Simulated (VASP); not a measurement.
# SnSe2 (P1) in VASP: relaxation of cell and atoms with PBE+D3(BJ)

Aim: the relaxation of cell and atoms of SnSe2 with PBE+D3(BJ).

All numbers are computed with VASP 6.6.1; they aren't measurements. Logs are shortened: lines on timing, memory, paths and dates and some standing lists are left out, and cuts for length are marked.

## Step 1: The cell of the first run

The typed cell holds 6 atoms: a = 3.682 Å, b = 3.954 Å, c = 12.186 Å, α = 89.17°, β = 89.83°, γ = 120.28°.

## Step 2: Relaxation of cell and atoms, PBE+D3(BJ)

INCAR reads:

```
ALGO = Normal
EDIFF = 1E-7
EDIFFG = -0.01
ENCUT = 600
GGA = PE
IBRION = 2
ISIF = 3
ISMEAR = 0
IVDW = 12
LASPH = T
LCHARG = F
LREAL = F
LWAVE = F
NELM = 100
NSW = 100
PREC = Accurate
SIGMA = 0.03
```

KPOINTS reads:

```
k-points
0
Gamma
  6 6 2
```

POSCAR reads:

```
SnSe2
1.0
    3.6812771897     -0.0851402782      0.0061656630
   -1.9143722387      3.4591339056      0.0281120928
    0.0193098317      0.1128111455     12.1852154492
Sn Se
2 4
Direct
    0.0050390267      0.0013663117     -0.0000261130
    0.0031097858      0.0010860511      0.5010289021
    0.3293111789      0.6636554535      0.1320525527
    0.3355387718      0.6745931740      0.6320547911
    0.6639699936      0.3292160854      0.3674168347
    0.6630312432      0.3300829243      0.8674730324
```

Potentials or basis: VASP PAW PBE potentials, release 64 (Sn_d, Se).

Command:

```
$ cat potpaw_PBE.64/Sn_d/POTCAR potpaw_PBE.64/Se/POTCAR > POTCAR
$ mpirun -np 1 vasp_std > vasp.out
```

OUTCAR:

```text
EDIFF = 1E-7
   EDIFFG = -0.01
   ENCUT = 600
   GGA = PE
   IBRION = 2
   ISIF = 3
   ISMEAR = 0
   IVDW = 12
   LASPH = T
   LREAL = F
   NELM = 100
   NSW = 100
   PREC = Accurate
 IVDW          = 12

 ion  position               nearest neighbor table
   1  0.005  0.001  1.000-   6 2.63   3 2.67   3 2.71   6 2.74   3 2.80   6 2.83
   2  0.003  0.001  0.501-   4 2.64   5 2.64   4 2.69   5 2.73   4 2.83   5 2.84
   3  0.329  0.664  0.132-   1 2.67   1 2.71   1 2.80
   4  0.336  0.675  0.632-   2 2.64   2 2.69   2 2.83
   5  0.664  0.329  0.367-   2 2.64   2 2.73   2 2.84
   6  0.663  0.330  0.867-   1 2.63   1 2.74   1 2.83

  LATTYP: Found a triclinic cell.
 ALAT       =     6.3640302216
 B/A-ratio  =     0.5786061113
 C/A-ratio  =     1.9147855239
 COS(alpha) =     0.0030444923
 COS(beta)  =     0.0124955296
 COS(gamma) =     0.8439214796

  Lattice vectors:

 A1 = (  -5.4481821407,  -3.2888533492,  -0.0404434188)
 A2 = (  -3.6812771897,   0.0851402782,  -0.0061656630)
 A3 = (  -0.0193098317,  -0.1128111455, -12.1852154492)

Analysis of symmetry for initial positions (statically):
=====================================================================
 Subroutine PRICEL returns:
 Original cell was already a primitive cell.

 Routine SETGRP: Setting up the symmetry group for a
 triclinic supercell.

 Subroutine GETGRP returns: Found  1 space group operations
 (whereof  1 operations were pure point group operations)
 out of a pool of  2 trial point group operations.

The static configuration has the point symmetry C_1 .

Analysis of symmetry for dynamics (positions and initial velocities):
=====================================================================
 Subroutine PRICEL returns:
 Original cell was already a primitive cell.

 Routine SETGRP: Setting up the symmetry group for a
 triclinic supercell.

 Subroutine GETGRP returns: Found  1 space group operations
 (whereof  1 operations were pure point group operations)
 out of a pool of  2 trial point group operations.

The dynamic configuration has the point symmetry C_1 .

 Subroutine INISYM returns: Found  1 space group operations
 (whereof  1 operations are pure point group operations),
 and found     1 'primitive' translations

----------------------------------------------------------------------------------------

                                     Primitive cell

  volume of cell :     153.1674

  direct lattice vectors                    reciprocal lattice vectors
     3.681277190 -0.085140278  0.006165663     0.275170355  0.152301241 -0.001846071
    -1.914372239  3.459133906  0.028112093     0.006777868  0.292862870 -0.002722075
     0.019309832  0.112811146 12.185215449    -0.000154872 -0.000752718  0.082073880
[... 92 lines left out ...]
   EDIFF  = 0.1E-06   stopping-criterion for ELM
   LREAL  =      F    real-space projection
   EDIFFG = -.1E-01   stopping-criterion for IOM
   NSW    =    100    number of steps for IOM
   IBRION =      2    ionic relax: 0-MD 1-quasi-New 2-CG
   NFREE  =      1    steps in history (QN), initial steepest desc. (CG)
   ISIF   =      3    stress and relaxation
   ISYM   =      2    0-nonsym 1-usesym 2-fastsym
   POTIM  = 0.5000    time-step for ionic-motion
   TEBEG  =    0.0;   TEEND  =   0.0 temperature during run
   PSTRESS=    0.0 pullay stress
   NELECT =      52.0000    total number of electrons
   NUPDOWN=      -1.0000    fix difference up-down
   EMIN   =  10.00;   EMAX   =-10.00  energy-range for DOS
   EFERMI =   0.00;   METHOD = LEGACY
   ISMEAR =     0;   SIGMA  =   0.03  broadening in eV -4-tet -1-fermi 0-gaus
   EFERMI_NEDOS =   21; number of points for ismear=-14 and -15
   IALGO  =     38    algorithm
   IMIX   =      4    mixing-type and parameters
     AMIX     =   0.40;   BMIX     =  1.00
     AMIX_MAG =   1.60;   BMIX_MAG =  1.00
  volume/ion in A,a.u.               =      25.53       172.27
  Fermi-wavevector in a.u.,A,eV,Ry     =   1.142055  2.158172 17.745952  1.304291
  Thomas-Fermi vector in A             =   2.278754
   LORBIT       =      0    0 simple, 1 ext, 2 COOP (PROOUT), +10 PAW based schemes
   GGA     = PE    functional components
   LHFCALC =     F    Hartree Fock is set to
   AEXX    =    0.0000 exact exchange contribution
   IVDW    =    12    specifies the selected vdW correction
   LEPSILON=     F    determine dielectric tensor
   LRPA    =     F    only Hartree local field effects (RPA)
 conjugate gradient relaxation of ions
 non-spin polarized calculation
 Gauss-broadening in eV      SIGMA  =   0.03
  energy-cutoff  :      600.00
  volume of cell :      153.17
 maximum number of plane-waves:      5137
 NGX is ok and might be reduce to    30
   NGX = 15   NGY = 15   NGZ = 49

--------------------------------------- Ionic step        1  -------------------------------------------

 number of electron      52.0000001 magnetization

 Free energy of the ion-electron system (eV)
  ---------------------------------------------------
  ext. energy  EPLUGINS =         0.00000000
  ---------------------------------------------------
  free energy    TOTEN  =       -23.42097264 eV

  energy without entropy =      -23.42097259  energy(sigma->0) =      -23.42097262

------------------------ aborting loop because EDIFF is reached ----------------------------------------

 Edisp (eV)   -2.18652

 E8    (eV) :    -0.9567
[... 117 lines left out ...]
  FREE ENERGIE OF THE ION-ELECTRON SYSTEM (eV)
  ---------------------------------------------------
  free  energy   TOTEN  =       -25.7563809497 eV

  energy  without entropy=      -25.7563809497  energy(sigma->0) =      -25.75638095

[... ionic steps 4 to 12 ...]

--------------------------------------- Ionic step       13  -------------------------------------------

 number of electron      51.9999995 magnetization

------------------------ aborting loop because EDIFF is reached ----------------------------------------
[... 83 lines left out ...]
--------------------------------------- Ionic step       15  -------------------------------------------

 number of electron      51.9999995 magnetization

 Free energy of the ion-electron system (eV)
  ---------------------------------------------------
  ext. energy  EPLUGINS =         0.00000000
  ---------------------------------------------------
  free energy    TOTEN  =       -23.59542780 eV

  energy without entropy =      -23.59542780  energy(sigma->0) =      -23.59542780

 E-fermi :   4.4754     XC(G=0):  -9.5500

 val. band max:        4.3285715893   @ k =  -0.1667   0.1667   0.0000
 cond. band min:       4.9518280036   @ k =  -0.0000   0.5000   0.5000
 fundamental gap:      0.6232564144
 Fermi energy:         4.4754261091

 k-point     1 :       0.0000    0.0000    0.0000
  band No.  band energies     occupation
      1     -16.9999      2.00000
      2     -16.9999      2.00000
      3     -16.9998      2.00000
      4     -16.9998      2.00000
      5     -16.9677      2.00000
      6     -16.9675      2.00000
[... 805 lines left out ...]
     30       8.1858      0.00000
     31       9.7862      0.00000

 [... further k-points ...]

------------------------ aborting loop because EDIFF is reached ----------------------------------------

 Edisp (eV)   -2.17831

 E8    (eV) :    -0.9535
[... 29 lines left out ...]
  FREE ENERGIE OF THE ION-ELECTRON SYSTEM (eV)
  ---------------------------------------------------
  free  energy   TOTEN  =       -25.7737346748 eV

  energy  without entropy=      -25.7737346748  energy(sigma->0) =      -25.77373467

 reached required accuracy - stopping structural energy minimisation
```

OSZICAR:

```text
N       E                     dE             d eps       ncg     rms          rms(c)
DAV:   1     0.544798858910E+03    0.54480E+03   -0.25641E+04  2522   0.214E+03
DAV:   2     0.614354737730E+02   -0.48336E+03   -0.47245E+03  2540   0.562E+02
DAV:   3    -0.193268568620E+02   -0.80762E+02   -0.78574E+02  2963   0.186E+02
[... 146 lines left out ...]
DAV:   3    -0.235954275179E+02    0.54170E-04   -0.12722E-04  3214   0.123E-01    0.135E-02
DAV:   4    -0.235954271653E+02    0.35255E-06   -0.25169E-05  3282   0.350E-02    0.581E-03
DAV:   5    -0.235954275541E+02   -0.38873E-06   -0.16668E-06  2988   0.937E-03    0.255E-03
DAV:   6    -0.235954278265E+02   -0.27249E-06   -0.24385E-07  2321   0.390E-03    0.563E-04
DAV:   7    -0.235954278018E+02    0.24702E-07   -0.43443E-08  1940   0.206E-03
  15 F= -.25773735E+02 E0= -.25773735E+02  d E =-.409105E-04
```

CONTCAR:

```text
SnSe2
   1.00000000000000
     3.8439248151660896    0.0005457059340247    0.0023126257186821
    -1.9226889557755076    3.3295402563858647   -0.0020821053336477
     0.0029511726734711   -0.0034955540835494   12.0173878743833686
  Sn              Se
     2     4
Direct
     0.9990412620648462    0.9984513848680259    0.9998831493626548
     0.0005895335540363    0.0013676601683691    0.5001256227598098
     0.3326259734016753    0.6659082612663969    0.1323712439947259
     0.3337751954589450    0.6679850251825369    0.6326088695326431
     0.6677849793795342    0.3346862326025886    0.3676238560742371
     0.6661830561409632    0.3316014359120828    0.8673872582759438

  0.00000000E+00  0.00000000E+00  0.00000000E+00
  0.00000000E+00  0.00000000E+00  0.00000000E+00
  0.00000000E+00  0.00000000E+00  0.00000000E+00
  0.00000000E+00  0.00000000E+00  0.00000000E+00
  0.00000000E+00  0.00000000E+00  0.00000000E+00
  0.00000000E+00  0.00000000E+00  0.00000000E+00
```

Run time: 27 min. Hardware: 1 thread of Intel Xeon Platinum 8488C (Sapphire Rapids), shared host; peak memory 0.44 GiB.

What came out:

| Quantity | Value |
| --- | --- |
| Free energy | -25.7737 eV |
| Relaxed volume | 25.64 Å³/atom |
| Relaxed cell | a = 3.844 Å, b = 3.845 Å, c = 12.017 Å, α = 90.05°, β = 89.95°, γ = 120.00° |
| Space group after relaxing (to 0.1 Å) | P-3m1 (No. 164) |
| Energy gained by relaxing | 27.7 meV/atom |
| Ionic steps | 15 |
| Pressure after relaxing | 0.0 GPa |
| Largest force after relaxing | 0.006 eV/Å |
| Band gap on the k mesh | 0.62 eV |
| Dispersion energy per atom | -0.363 eV |

Forces in eV/Å, atoms in the order of the input:
```
Sn   0.004  0.004  0.000
Sn   0.004  0.001 -0.002
Se   0.000 -0.004  0.004
Se  -0.001  0.000  0.003
Se  -0.003 -0.004 -0.002
Se  -0.004  0.003 -0.002
```

Step by step:
```tsv
step	energy change (eV)	largest force (eV/Å)	pressure (GPa)	volume (Å³)
1	0.0000	0.2650	0.81	153.17
2	-0.1418	0.1473	-0.74	155.90
3	-0.1489	0.1903	-1.06	156.68
4	-0.1588	0.1735	0.70	153.06
5	-0.1623	0.1193	0.09	154.26
6	-0.1652	0.0512	0.02	154.27
7	-0.1656	0.0446	-0.02	154.28
8	-0.1659	0.0229	-0.02	154.22
9	-0.1659	0.0258	-0.02	154.20
10	-0.1660	0.0203	-0.01	154.09
11	-0.1661	0.0157	0.03	153.89
12	-0.1661	0.0163	0.04	153.83
13	-0.1662	0.0110	-0.05	153.92
14	-0.1662	0.0110	-0.03	153.90
15	-0.1662	0.0055	-0.01	153.82
```

Final structure:
```
CELL_PARAMETERS angstrom
3.84392 0.00055 0.00231
-1.92269 3.32954 -0.00208
0.00295 -0.00350 12.01739
ATOMIC_POSITIONS crystal
Sn 0.99904 0.99845 0.99988
Sn 0.00059 0.00137 0.50013
Se 0.33263 0.66591 0.13237
Se 0.33378 0.66799 0.63261
Se 0.66779 0.33469 0.36762
Se 0.66618 0.33160 0.86739
```

Caveat: semilocal functionals underestimate gaps, and a narrow one can read as zero; spin-orbit coupling is left out, which moves the levels of the heavy elements.
